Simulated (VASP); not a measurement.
A run of VASP 6.6.1:

INCAR

```
ALGO = Normal ; EDIFF = 1E-8
ENCUT = 520 ; GGA = PS
ISIF = 2 ; ISMEAR = -1
LASPH = True ; LCHARG = False
LEFG = True ; LREAL = False
LWAVE = False ; NBANDS = 11
NELM = 100 ; PREC = Accurate
SIGMA = 0.03
```

Contents of KPOINTS:

```
k-points
0
Gamma
  16 16 16
```

Contents of POSCAR:

```
Hf
1.0
    0.0000000000      2.2051002222      2.2051002222
    2.2051002222      0.0000000000      2.2051002222
    2.2051002222      2.2051002222      0.0000000000
Hf
1
Direct
    0.0000000000      0.0000000000      0.0000000000
```

Potentials or basis: VASP PAW PBE potentials, release 64 (Hf_pv).

Run with:

```console
$ cat potpaw_PBE.64/Hf_pv/POTCAR > POTCAR
$ mpirun -np 1 vasp_std > vasp.out
```

Hardware: 1 thread of Intel Xeon 8259CL (shared host).

Problem. Estimate the wall time of this run.

Solution. Run time: 32 s on 1 thread of Intel Xeon 8259CL, with other jobs on the host, peak memory 0.16 GiB. Counts: scf iterations 14, k points 145.
